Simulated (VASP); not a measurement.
**GaAs: single point with RPBE+D3(BJ)**

Crystal: GaAs.

```
As Ga
1.0
     0.00000    2.82685    2.82685
     2.82685    0.00000    2.82685
     2.82685    2.82685    0.00000
As Ga
1 1
Direct
  0.75000 0.75000 0.75000
  0.00000 0.00000 0.00000
```

```
Program             : VASP 6.6.1
Task                : single point
Functional          : RPBE
Dispersion          : D3(BJ)
Potentials or basis : VASP PAW PBE potentials, release 64 (As, Ga_d)
Cutoff              : 520 eV
k mesh              : 8 × 8 × 8
Occupations         : fermi-dirac, width 0.05 eV
Spin                : no spin polarisation
```

| Quantity | Value |
| --- | --- |
| Pressure | -5.6 GPa |
| Band gap on the k mesh | 0.65 eV, direct |
| Dispersion energy per atom | -1.382 eV |

Levels at points of the mesh, in eV from the valence-band top:
| k point | band 5 | band 6 | band 7 | band 8 | band 9 | band 10 | band 11 | band 12 | band 13 | band 14 |
| --- | --- | --- | --- | --- | --- | --- | --- | --- | --- | --- |
| (0.00, 0.00, 0.00) | -14.73 | -12.69 | 0.00 | 0.00 | 0.00 | 0.65 | 3.76 | 3.76 | 3.76 | 7.80 |
| (0.50, 0.00, 0.00) | -14.72 | -10.93 | -6.59 | -1.14 | -1.14 | 1.09 | 4.67 | 4.67 | 7.92 | 10.56 |
| (0.50, 0.50, 0.00) | -14.71 | -10.19 | -6.78 | -2.67 | -2.67 | 1.56 | 1.73 | 10.22 | 10.22 | 11.12 |

It took 45 s on 1 thread of AMD EPYC 7R13, on a shared host, peak memory 0.16 GiB.

Caveat: the PAW data sets were made with another functional, which shifts forces and pressure a little. A k mesh can miss the band edges.
